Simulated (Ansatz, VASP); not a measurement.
**Sr in VASP and in Ansatz**

```xyz
2
Lattice="4.3100 0.0000 0.0000 -2.1550 3.7326 0.0000 0.0000 0.0000 7.0500" Properties=species:S:1:pos:R:3 pbc="T T T"
Sr    0.0000    2.4884    1.7625
Sr    2.1550    1.2442    5.2375
```

Alike in both runs: task single point; functional PBEsol; k mesh 6 × 6 × 3; occupations methfessel-paxton of order 1, width 0.15 eV; no spin polarisation.

|  | VASP | Ansatz |
| --- | --- | --- |
| version | VASP 6.6.1 | Ansatz 0.2.0 |
| potentials or method | VASP PAW PBE potentials, release 64 (Sr_sv), cutoff 520 eV | plane waves, PAW |
| valence electrons in the cell | 20 | 20 |

```csv
,VASP,Ansatz,Ansatz less VASP
rms of the force components (eV/Å),0.030,0.030,0.0000
```

VASP's potentials were made for PBE, not for PBEsol. Atom by atom the forces differ by 0.000 eV/Å (rms over components).
